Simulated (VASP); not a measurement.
# PbSe: single point with r2SCAN

The system is PbSe.

```xyz
2
Lattice="0.0000 3.0256 3.0256 3.0256 0.0000 3.0256 3.0256 3.0256 0.0000" Properties=species:S:1:pos:R:3 pbc="T T T"
Pb    0.0000    0.0000    0.0000
Se    3.0256    3.0256    3.0256
```

This cell differs from its parent crystal: volume changed by -6%.

```json
{"Program": "VASP 6.6.1", "Task": "single point", "Functional": "r2SCAN", "Potentials or basis": "VASP PAW PBE potentials, release 64 (Pb_d, Se)", "Cutoff": "520 eV", "k mesh": "6 × 6 × 6", "Occupations": "gaussian, width 0.01 eV", "Spin": "no spin polarisation"}
```

```yaml
Pressure: 3.6 GPa
Band_gap_on_the_k_mesh: 0.45 eV, direct
```

Levels at points of the mesh, in eV from the valence-band top:
| k point | band 7 | band 8 | band 9 | band 10 | band 11 | band 12 | band 13 | band 14 |
| --- | --- | --- | --- | --- | --- | --- | --- | --- |
| (0.00, 0.00, 0.00) | -6.33 | -2.25 | -2.25 | -2.25 | 5.07 | 5.07 | 5.07 | 6.83 |
| (0.50, 0.00, 0.00) | -9.33 | -1.80 | -1.80 | 0.00 | 0.45 | 1.79 | 1.79 | 9.10 |
| (0.50, 0.50, 0.00) | -7.66 | -5.51 | -3.67 | -3.67 | 3.83 | 6.09 | 6.09 | 6.59 |

Wall time 38 s on 1 thread of AMD EPYC 9R45 96-Core Processor (Zen 5), with other jobs on the host, peak memory 0.16 GiB.

Caveat: the PAW data sets were made with another functional, which shifts forces and pressure a little; spin-orbit coupling is left out, which moves the levels of the heavy elements. A k mesh can miss the band edges.
